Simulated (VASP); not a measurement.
# BP (I-4m2) in VASP: notebook

Runs on BP. Level: LDA. Tasks: electric field gradients.

All numbers are computed with VASP 6.6.1; they aren't measurements. Logs are shortened: lines on timing, memory, paths and dates and some standing lists are left out, and cuts for length are marked.

## (1) The cell of the first run

It takes space group I-4m2 (No. 119, tetragonal). The conventional cell has a = 3.113 Å, b = 3.113 Å, c = 4.538 Å, α = 90.00°, β = 90.00°, γ = 90.00°. B (site symmetry -4m2) has 4 P at 1.93 Å within 2.6 Å. Within 2.6 Å of P (site symmetry -4m2) lie 4 B at 1.93 Å.

## (2) Electric field gradients, LDA (equal xx and yy strain of -3 %)

Input file INCAR:

```
SYSTEM = BP
PREC     = Accurate       ! precision mode
ENCUT    = 520            ! plane-wave cutoff, eV
EDIFF    = 1E-8           ! SCF threshold, eV
ISMEAR   = -1             ! smearing method
SIGMA    = 0.05           ! smearing width, eV
LREAL    = .FALSE.        ! projectors in reciprocal space
LASPH    = .TRUE.         ! aspherical terms in the spheres
NELM     = 100            ! most SCF steps
ALGO     = Normal         ! electronic algorithm
ISIF     = 2              ! what is computed and relaxed
LWAVE    = .FALSE.        ! write WAVECAR
LCHARG   = .FALSE.        ! write CHGCAR
LEFG     = .TRUE.       
NBANDS   = 11             ! bands
```

Input file KPOINTS:

```
regular mesh
0
G
  15 15 15
  0 0 0
```

Input file POSCAR:

```
BP
1.0
    0.0000000000      2.2009300000      2.2690000000
    2.2009300000      0.0000000000      2.2690000000
    2.2009300000      2.2009300000      0.0000000000
B P
1 1
Direct
    0.0000000000      0.0000000000      0.0000000000
    0.7500000000      0.7500000000      0.7500000000
```

Potentials or basis: VASP PAW LDA potentials, release 64 (B, P).

The run is started by

```sh
> cat potpaw_LDA.64/B/POTCAR potpaw_LDA.64/P/POTCAR > POTCAR
> mpirun -np 1 vasp_std > vasp.out
```

OUTCAR:

```text
SYSTEM = BP
   PREC = Accurate
   ENCUT = 520
   EDIFF = 1E-8
   ISMEAR = -1
   LREAL = .FALSE.
   LASPH = .TRUE.
   NELM = 100
   ISIF = 2

 ion  position               nearest neighbor table
   1  0.000  0.000  0.000-   2 1.93   2 1.93   2 1.93   2 1.93
   2  0.750  0.750  0.750-   1 1.93   1 1.93   1 1.93   1 1.93

  LATTYP: Found a body centered tetragonal cell.
 ALAT       =     3.1125850558
 C/A-ratio  =     1.4579521262

  Lattice vectors:

 A1 = (  -2.2009300000,   0.0000000000,   2.2690000000)
 A2 = (   2.2009300000,   0.0000000000,   2.2690000000)
 A3 = (   0.0000000000,   2.2009300000,  -2.2690000000)

Analysis of symmetry for initial positions (statically):
=====================================================================
 Subroutine PRICEL returns:
 Original cell was already a primitive cell.

 Routine SETGRP: Setting up the symmetry group for a
 body centered tetragonal supercell.

 Subroutine GETGRP returns: Found  8 space group operations
 (whereof  8 operations were pure point group operations)
 out of a pool of 16 trial point group operations.

The static configuration has the point symmetry D_2d.

Analysis of symmetry for dynamics (positions and initial velocities):
=====================================================================
 Subroutine PRICEL returns:
 Original cell was already a primitive cell.

 Routine SETGRP: Setting up the symmetry group for a
 body centered tetragonal supercell.

 Subroutine GETGRP returns: Found  8 space group operations
 (whereof  8 operations were pure point group operations)
 out of a pool of 16 trial point group operations.

The dynamic configuration has the point symmetry D_2d.

 Subroutine INISYM returns: Found  8 space group operations
 (whereof  8 operations are pure point group operations),
 and found     1 'primitive' translations

----------------------------------------------------------------------------------------

                                     Primitive cell

  volume of cell :      21.9825

  direct lattice vectors                    reciprocal lattice vectors
     0.000000000  2.200930000  2.269000000    -0.227176693  0.227176693  0.220361393
     2.200930000  0.000000000  2.269000000     0.227176693 -0.227176693  0.220361393
     2.200930000  2.200930000  0.000000000     0.227176693  0.227176693 -0.220361393

  length of vectors
     3.161084286  3.161084286  3.112585056     0.389586503  0.389586503  0.389586503

  position of ions in fractional coordinates (direct lattice)
     0.000000000  0.000000000  0.000000000
     0.750000000  0.750000000  0.750000000

  ion indices of the primitive-cell ions
   primitive index   ion index
                 1           1
                 2           2

----------------------------------------------------------------------------------------

 KPOINTS: regular mesh

Automatic generation of k-mesh.
 Grid dimensions read from file:
 generate k-points for:   15   15   15

 Generating k-lattice:

  Cartesian coordinates                     Fractional coordinates (reciprocal lattice)
    -0.015145113  0.015145113  0.014690760     0.066666667  0.000000000  0.000000000
     0.015145113 -0.015145113  0.014690760     0.000000000  0.066666667  0.000000000
     0.015145113  0.015145113 -0.014690760     0.000000000  0.000000000  0.066666667

  Length of vectors
     0.025972434  0.025972434  0.025972434

  Shift w.r.t. Gamma in fractional coordinates (k-lattice)
     0.000000000  0.000000000  0.000000000

 Subroutine IBZKPT returns following result:
 ===========================================

 Found    288 irreducible k-points:

 Following reciprocal coordinates:
            Coordinates               Weight
  0.000000  0.000000  0.000000      1.000000
  0.066667  0.000000  0.000000      8.000000
  0.133333  0.000000  0.000000      8.000000
  0.200000  0.000000  0.000000      8.000000
  0.266667  0.000000  0.000000      8.000000
  0.333333  0.000000  0.000000      8.000000
[... 16 lines left out ...]
  0.133333  0.133333  0.000000      2.000000
  0.200000  0.133333  0.000000      8.000000
 [... further k-points ...]
   k-points           NKPTS =    288   k-points in BZ     NKDIM =    288   number of bands    NBANDS=     11
   number of dos      NEDOS =    301   number of ions     NIONS =      2
   total plane-waves  NPLWV =  13824
   dimension x,y,z NGX =    24 NGY =   24 NGZ =   24
   dimension x,y,z NGXF=    48 NGYF=   48 NGZF=   48
   ions per type =               1   1
   NGX,Y,Z   is equivalent  to a cutoff of  12.62, 12.62, 12.82 a.u.
   NGXF,Y,Z  is equivalent  to a cutoff of  25.24, 25.24, 25.64 a.u.
 SYSTEM =  BP
   PREC   = accura    normal or accurate (medium, high low for compatibility)
   ISTART =      0    job   : 0-new  1-cont  2-samecut
   ICHARG =      2    charge: 1-file 2-atom 10-const
   ISPIN  =      1    spin polarized calculation?
   LNONCOLLINEAR =      F non collinear calculations
   LSORBIT =      F    spin-orbit coupling
   LASPH  =      T    aspherical Exc in radial PAW
   ENCUT  =  520.0 eV  38.22 Ry    6.18 a.u.   5.88  5.88  5.79*2*pi/ulx,y,z
   NELM   =    100;   NELMIN=  2; NELMDL= -5     # of ELM steps
   EDIFF  = 0.1E-07   stopping-criterion for ELM
   LREAL  =      F    real-space projection
   EDIFFG = 0.1E-06   stopping-criterion for IOM
   NSW    =      0    number of steps for IOM
   IBRION =     -1    ionic relax: 0-MD 1-quasi-New 2-CG
   NFREE  =      0    steps in history (QN), initial steepest desc. (CG)
   ISIF   =      2    stress and relaxation
   ISYM   =      2    0-nonsym 1-usesym 2-fastsym
   POTIM  = 0.5000    time-step for ionic-motion
   TEBEG  =    0.0;   TEEND  =   0.0 temperature during run
   PSTRESS=    0.0 pullay stress
   NELECT =       8.0000    total number of electrons
   NUPDOWN=      -1.0000    fix difference up-down
   EMIN   =  10.00;   EMAX   =-10.00  energy-range for DOS
   EFERMI =   0.00;   METHOD = LEGACY
   ISMEAR =    -1;   SIGMA  =   0.05  broadening in eV -4-tet -1-fermi 0-gaus
   EFERMI_NEDOS =   21; number of points for ismear=-14 and -15
   IALGO  =     38    algorithm
   IMIX   =      4    mixing-type and parameters
     AMIX     =   0.40;   BMIX     =  1.00
     AMIX_MAG =   1.60;   BMIX_MAG =  1.00
  volume/ion in A,a.u.               =      10.99        74.17
  Fermi-wavevector in a.u.,A,eV,Ry     =   1.168815  2.208740 18.587312  1.366129
  Thomas-Fermi vector in A             =   2.305297
   LORBIT       =      0    0 simple, 1 ext, 2 COOP (PROOUT), +10 PAW based schemes
   GGA     = CA    functional components
   LHFCALC =     F    Hartree Fock is set to
   AEXX    =    0.0000 exact exchange contribution
   IVDW    =     0    specifies the selected vdW correction
   LEPSILON=     F    determine dielectric tensor
   LRPA    =     F    only Hartree local field effects (RPA)
 non-spin polarized calculation
  energy-cutoff  :      520.00
  volume of cell :       21.98
 maximum number of plane-waves:       608
   NGX = 11   NGY = 11   NGZ = 11

 number of electron       8.0000000 magnetization

 Free energy of the ion-electron system (eV)
  ---------------------------------------------------
  ext. energy  EPLUGINS =         0.00000000
  ---------------------------------------------------
  free energy    TOTEN  =       -14.37679495 eV

  energy without entropy =      -14.37679454  energy(sigma->0) =      -14.37679475

 E-fermi :   8.6794     XC(G=0): -11.3420

 val. band max:        8.2553638429   @ k =   0.0000   0.0000   0.0000
 cond. band min:       9.1358542872   @ k =   0.4000   0.0000   0.4000
 fundamental gap:      0.8804904443
 Fermi energy:         8.6793621784

 k-point     1 :       0.0000    0.0000    0.0000
  band No.  band energies     occupation
      1      -7.7881      2.00000
      2       7.9382      2.00000
      3       8.2554      1.99958
      4       8.2554      1.99958
      5      11.5801      0.00000
      6      11.5801      0.00000
      7      11.7433      0.00000
      8      16.4474      0.00000
      9      19.8445      0.00000
     10      20.0725      0.00000
     11      20.9403      0.00000

 k-point     2 :       0.0667    0.0000    0.0000
  band No.  band energies     occupation
      1      -7.7039      2.00000
      2       7.4447      2.00000
      3       7.9278      2.00000
      4       8.1115      1.99998
      5      11.7891      0.00000
      6      11.7948      0.00000
      7      12.0093      0.00000
      8      16.6510      0.00000
      9      19.6854      0.00000
     10      20.1351      0.00000
     11      20.4897      0.00000
[... 295 lines left out ...]
 k-point    24 :       0.2000    0.1333    0.0000
  band No.  band energies     occupation
      1      -7.0619      2.00000
      2       5.4714      2.00000
      3       6.4883      2.00000
      4       6.6742      2.00000
      5      11.0588      0.00000
      6      13.9707      0.00000
      7      14.1197      0.00000
      8      15.3272      0.00000
      9      19.1658      0.00000
     10      21.3424      0.00000
     11      21.9187      0.00000

 [... further k-points ...]
[... 5 lines left out ...]
  --------------------------------------------------------------------------------------
  -------------------------------------------------------------------------------------
  Total        1.1328996      1.1328996     -0.0906425      0.0000000      0.0000000      0.0000000
  in kB       82.5705297     82.5705297     -6.6064071      0.0000000      0.0000000      0.0000000
  external PRESSURE =      52.8448841 kB  Pullay stress =       0.0000000 kB

 VOLUME and BASIS-vectors are now :
 -----------------------------------------------------------------------------
  energy-cutoff  :      520.00
  volume of cell :       21.98
      direct lattice vectors                 reciprocal lattice vectors
     0.000000000  2.200930000  2.269000000    -0.227176693  0.227176693  0.220361393
     2.200930000  0.000000000  2.269000000     0.227176693 -0.227176693  0.220361393
     2.200930000  2.200930000  0.000000000     0.227176693  0.227176693 -0.220361393

 POSITION                                       TOTAL-FORCE (eV/Angst)
 -----------------------------------------------------------------------------------
      0.00000      0.00000      0.00000         0.000000      0.000000      0.000000
      3.30140      3.30140      3.40350        -0.000000     -0.000000     -0.000000
 -----------------------------------------------------------------------------------
    total drift:                                0.000000      0.000000     -0.000000

  FREE ENERGIE OF THE ION-ELECTRON SYSTEM (eV)
  ---------------------------------------------------
  free  energy   TOTEN  =       -14.3767949520 eV

  energy  without entropy=      -14.3767945383  energy(sigma->0) =      -14.37679475

 Electric field gradients (V/A^2)
---------------------------------------------------------------------
 ion       V_xx      V_yy      V_zz      V_xy      V_xz      V_yz
---------------------------------------------------------------------
   1      -0.144    -0.144     0.288     0.000     0.000     0.000
   2      -0.734    -0.734     1.468    -0.000    -0.000    -0.000
---------------------------------------------------------------------

 Electric field gradients after diagonalization (V/A^2)
 (convention: |V_zz| > |V_xx| > |V_yy|)
----------------------------------------------------------------------
 ion       V_xx      V_yy      V_zz     asymmetry (V_yy - V_xx)/ V_zz
----------------------------------------------------------------------
   1      -0.144    -0.144     0.288       0.000
   2      -0.734    -0.733     1.468       0.001
----------------------------------------------------------------------

           NMR quadrupolar parameters

 Cq : quadrupolar parameter    Cq=e*Q*V_zz/h
 eta: asymmetry parameters     (V_yy - V_xx)/ V_zz
 Q  : nuclear electric quadrupole moment in mb (millibarn)
----------------------------------------------------------------------
 ion       Cq(MHz)       eta       Q (mb)
----------------------------------------------------------------------
   1       0.001       0.000       1.000
   2       0.004       0.001       1.000
----------------------------------------------------------------------
```

Wall time 30 s (1 thread of Intel Xeon 6975P-C, shared host); peak memory 0.17 GiB.

Results:

```yaml
Free_energy: -14.3768 eV
Pressure: 5.3 GPa
Band_gap_on_the_k_mesh: 0.88 eV, indirect (least direct gap 3.32 eV)
```

Stress tensor (GPa, compression positive):
```
 8.26  0.00  0.00
 0.00  8.26  0.00
 0.00  0.00 -0.66
```

Electric field gradients, principal values (V/Å²):
| atom | least | middle | greatest (by size) |
| --- | --- | --- | --- |
| 1 B | -0.144 | -0.144 | 0.288 |
| 2 P | -0.733 | -0.734 | 1.468 |

Caveat: the cell differs from its parent crystal (equal xx and yy strain of -3 %); without QUAD_EFG the Cq values of the log hold for a quadrupole moment of 1 mb, not for the nuclei.

## (3) Electric field gradients, LDA (equal xx and yy strain of +3 %)

Input file INCAR:

```
SYSTEM = BP
PREC = Accurate ; ENCUT = 520
EDIFF = 1E-8 ; ISMEAR = -1
SIGMA = 0.05 ; LREAL = .False.
LASPH = .True. ; NELM = 60
ALGO = Normal ; ISIF = 2
LWAVE = .False. ; LCHARG = .False.
GGA = CA ; LEFG = .True.
NBANDS = 11
```

Input file KPOINTS:

```
Automatic mesh
0
Gamma
  15 15 15
  0 0 0
```

Input file POSCAR:

```
BP
1.0
    0.0000000000      2.3370700000      2.2690000000
    2.3370700000      0.0000000000      2.2690000000
    2.3370700000      2.3370700000      0.0000000000
B P
1 1
Direct
    0.0000000000      0.0000000000      0.0000000000
    0.7500000000      0.7500000000      0.7500000000
```

Potentials or basis: VASP PAW LDA potentials, release 64 (B, P).

The run is started by

```sh
> cat potpaw_LDA.64/B/POTCAR potpaw_LDA.64/P/POTCAR > POTCAR
> mpirun -np 1 vasp_std > vasp.out
```

OUTCAR:

```text
SYSTEM = BP
   PREC = Accurate
   ENCUT = 520
   EDIFF = 1E-8
   ISMEAR = -1
   LREAL = .False.
   LASPH = .True.
   NELM = 60
   ISIF = 2
   GGA = CA

 ion  position               nearest neighbor table
   1  0.000  0.000  0.000-   2 2.00   2 2.00   2 2.00   2 2.00
   2  0.750  0.750  0.750-   1 2.00   1 2.00   1 2.00   1 2.00

  LATTYP: Found a body centered tetragonal cell.
 ALAT       =     3.3051160902
 C/A-ratio  =     1.3730228761

  Lattice vectors:

 A1 = (   0.0000000000,  -2.3370700000,  -2.2690000000)
[... 549 lines left out ...]
  free  energy   TOTEN  =       -14.2917109202 eV

  energy  without entropy=      -14.2917106438  energy(sigma->0) =      -14.29171078

 Electric field gradients (V/A^2)
---------------------------------------------------------------------
 ion       V_xx      V_yy      V_zz      V_xy      V_xz      V_yz
---------------------------------------------------------------------
   1       0.029     0.029    -0.058    -0.000    -0.000    -0.000
   2       0.716     0.716    -1.433    -0.000    -0.000    -0.000
---------------------------------------------------------------------

 Electric field gradients after diagonalization (V/A^2)
 (convention: |V_zz| > |V_xx| > |V_yy|)
----------------------------------------------------------------------
 ion       V_xx      V_yy      V_zz     asymmetry (V_yy - V_xx)/ V_zz
----------------------------------------------------------------------
   1       0.029     0.029    -0.058       0.000
   2       0.717     0.716    -1.433       0.000
----------------------------------------------------------------------

           NMR quadrupolar parameters

 Cq : quadrupolar parameter    Cq=e*Q*V_zz/h
 eta: asymmetry parameters     (V_yy - V_xx)/ V_zz
 Q  : nuclear electric quadrupole moment in mb (millibarn)
----------------------------------------------------------------------
 ion       Cq(MHz)       eta       Q (mb)
----------------------------------------------------------------------
   1      -0.000       0.000       1.000
   2      -0.003       0.000       1.000
----------------------------------------------------------------------
```

OSZICAR:

```text
N       E                     dE             d eps       ncg     rms          rms(c)
DAV:   1     0.782030464538E+01    0.78203E+01   -0.39069E+03  6344   0.647E+02
DAV:   2    -0.143291115586E+02   -0.22149E+02   -0.21141E+02  8627   0.107E+02
DAV:   3    -0.149824382371E+02   -0.65333E+00   -0.65136E+00  7988   0.161E+01
DAV:   4    -0.149852367781E+02   -0.27985E-02   -0.27982E-02  7275   0.123E+00
DAV:   5    -0.149852528683E+02   -0.16090E-04   -0.16090E-04  7854   0.946E-02    0.672E+00
DAV:   6    -0.143974523382E+02    0.58780E+00   -0.14220E+00  7170   0.491E+00    0.355E+00
DAV:   7    -0.143037771429E+02    0.93675E-01   -0.19271E-01  7909   0.221E+00    0.122E+00
DAV:   8    -0.142916770205E+02    0.12100E-01   -0.28312E-02  7445   0.880E-01    0.194E-01
DAV:   9    -0.142917105502E+02   -0.33530E-04   -0.79748E-04  7292   0.190E-01    0.127E-01
DAV:  10    -0.142917092007E+02    0.13494E-05   -0.13014E-04  6975   0.650E-02    0.315E-02
DAV:  11    -0.142917113840E+02   -0.21833E-05   -0.47407E-06  7901   0.120E-02    0.327E-02
DAV:  12    -0.142917109187E+02    0.46540E-06   -0.22231E-06  7138   0.598E-03    0.806E-03
DAV:  13    -0.142917109259E+02   -0.72347E-08   -0.11386E-07  7788   0.188E-03    0.584E-03
DAV:  14    -0.142917109202E+02    0.56986E-08   -0.18954E-08  3730   0.602E-04
   1 F= -.14291711E+02 E0= -.14291711E+02  d E =-.276422E-06
```

Wall time 43 s (1 thread of Intel Xeon 6975P-C, shared host); peak memory 0.19 GiB.

What came out:

```yaml
Free_energy: -14.2917 eV
Pressure: -13.5 GPa
Band_gap_on_the_k_mesh: 0.83 eV, indirect (least direct gap 3.01 eV)
```

Electric field gradients, principal values (V/Å²):
| atom | least | middle | greatest (by size) |
| --- | --- | --- | --- |
| 1 B | 0.029 | 0.029 | -0.058 |
| 2 P | 0.716 | 0.717 | -1.433 |

Caveat: the cell differs from its parent crystal (equal xx and yy strain of +3 %); without QUAD_EFG the Cq values of the log hold for a quadrupole moment of 1 mb, not for the nuclei. A k mesh can miss the band edges.

(Part 1 of 2 ends here.)
